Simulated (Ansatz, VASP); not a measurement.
**Sb in VASP and in Ansatz**

```
Sb
1.0
     2.16837    1.25191    3.77494
    -2.16837    1.25191    3.77494
     0.00000   -2.50382    3.77494
Sb
2
Direct
  0.23364 0.23364 0.23364
  0.76636 0.76636 0.76636
```

Change from the starting cell: volume scaled by 1.025.

Alike in both runs: task single point; functional PBE; k mesh 9 × 9 × 9; occupations fermi-dirac, width 0.05 eV; no spin polarisation.

|  | VASP | Ansatz |
| --- | --- | --- |
| version | VASP 6.6.1 | Ansatz 0.2.0 |
| potentials or method | VASP PAW PBE potentials, release 64 (Sb), cutoff 500 eV | all-electron LAPW, scalar-relativistic |

|  | VASP | Ansatz | Ansatz less VASP |
| --- | --- | --- | --- |
| pressure (GPa) | 1.7 | 1.6 | -0.05 |
| traceless stress, the component that is largest in VASP (GPa) | -0.18 | -0.15 | +0.030 |
| rms of the force components (eV/Å) | 0.065 | 0.041 | -0.0230 |

Atom by atom the forces differ by 0.023 eV/Å (rms over components). Ansatz ran all-electron here, and VASP with PAW potentials.

Neither program's run includes spin-orbit coupling.
